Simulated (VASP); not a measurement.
The system is In4Sb3As.

```xyz
8
Lattice="4.4626 0.0000 0.0000 0.0000 4.4626 0.0000 0.0000 0.0000 12.6221" Properties=species:S:1:pos:R:3 pbc="T T T"
As    0.0000    0.0000    0.0000
In    0.0000    2.2313   11.0444
In    2.2313    0.0000    7.8888
In    0.0000    2.2313    4.7333
In    2.2313    0.0000    1.5778
Sb    2.2313    2.2313    9.4666
Sb    0.0000    0.0000    6.3111
Sb    2.2313    2.2313    3.1555
```

```yaml
Program: VASP 6.6.1
Task: relaxation of cell and atoms
Functional: PBE
Potentials_or_basis: VASP PAW PBE potentials, release 64 (As, In_d, Sb)
Cutoff: 600 eV
k_mesh: 6 × 6 × 2
Occupations: fermi-dirac, width 0.02 eV
Spin: no spin polarisation
```

At the start: pressure 5.4 GPa; volume 31.42 Å³/atom.

Q: How do energy, volume and symmetry change on relaxing?

A: Over 14 steps the energy falls by 71.7 meV/atom and the volume is 34.73 Å³/atom (+10.5 %); space group P-4m2 (No. 115, to 0.1 Å) before and after.

The path:
```tsv
step	energy change (eV)	largest force (eV/Å)	pressure (GPa)	volume (Å³)
1	0.0000	1.1315	5.37	251.37
2	-0.4361	0.3854	-1.57	291.66
3	-0.4861	0.5416	-0.22	280.61
4	-0.5141	0.3728	-0.13	279.68
5	-0.5458	0.3141	0.15	277.13
6	-0.5610	0.1753	-0.05	278.41
7	-0.5675	0.1610	-0.30	280.03
8	-0.5716	0.0624	0.26	276.06
9	-0.5726	0.0831	0.09	277.27
10	-0.5737	0.0058	-0.02	277.99
11	-0.5737	0.0082	-0.01	277.94
12	-0.5737	0.0075	-0.01	277.96
13	-0.5737	0.0054	0.01	277.81
14	-0.5737	0.0050	0.01	277.81
```

Final structure:
```cif
data_structure
_symmetry_space_group_name_H-M 'P 1'
_symmetry_Int_Tables_number 1
_cell_length_a 4.6209
_cell_length_b 4.6209
_cell_length_c 13.0103
_cell_angle_alpha 90.000
_cell_angle_beta 90.000
_cell_angle_gamma 90.000
_cell_volume 277.81
loop_
_atom_site_label
_atom_site_type_symbol
_atom_site_fract_x
_atom_site_fract_y
_atom_site_fract_z
_atom_site_occupancy
As1 As 0.00000 0.00000 0.00000 1
In1 In 0.00000 0.50000 0.88738 1
In2 In 0.50000 0.00000 0.62941 1
In3 In 0.00000 0.50000 0.37059 1
In4 In 0.50000 0.00000 0.11262 1
Sb1 Sb 0.50000 0.50000 0.75833 1
Sb2 Sb 0.00000 0.00000 0.50000 1
Sb3 Sb 0.50000 0.50000 0.24167 1
```
